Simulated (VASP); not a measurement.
A run of VASP 6.6.1 is set up as follows.

The input INCAR:

```
PREC = Accurate
ENCUT = 520
EDIFF = 1E-7
ISMEAR = -1
SIGMA = 0.05
LREAL = False
LASPH = True
NELM = 80
ALGO = Fast
ISIF = 2
LWAVE = False
LCHARG = False
GGA = PE
NBANDS = 12
```

Contents of KPOINTS:

```
Automatic mesh
0
Gamma
  10 10 10
```

Contents of POSCAR:

```
Zr
1.0
    0.0102760000      2.2744240000      2.1457530000
    2.2795680000     -0.0367810000      2.1928100000
    2.2723460000      2.3142600000     -0.0295600000
Zr
1
Direct
    0.0039600000     -0.0150220000      0.0157390000
```

Potentials or basis: VASP PAW PBE potentials, release 64 (Zr_sv).

Run with:

```console
$ cat potpaw_PBE.64/Zr_sv/POTCAR > POTCAR
$ mpirun -np 1 vasp_std > vasp.out
```

(1) Estimate the pressure.

(2) Estimate the band gap on the k mesh.

Results:

(1) 1.1 GPa.

(2) zero (band 6 reaches 9.76 eV, above the bottom of band 7 at 8.62 eV).

Caveat: the cell differs from its parent crystal (the cell strained at random).
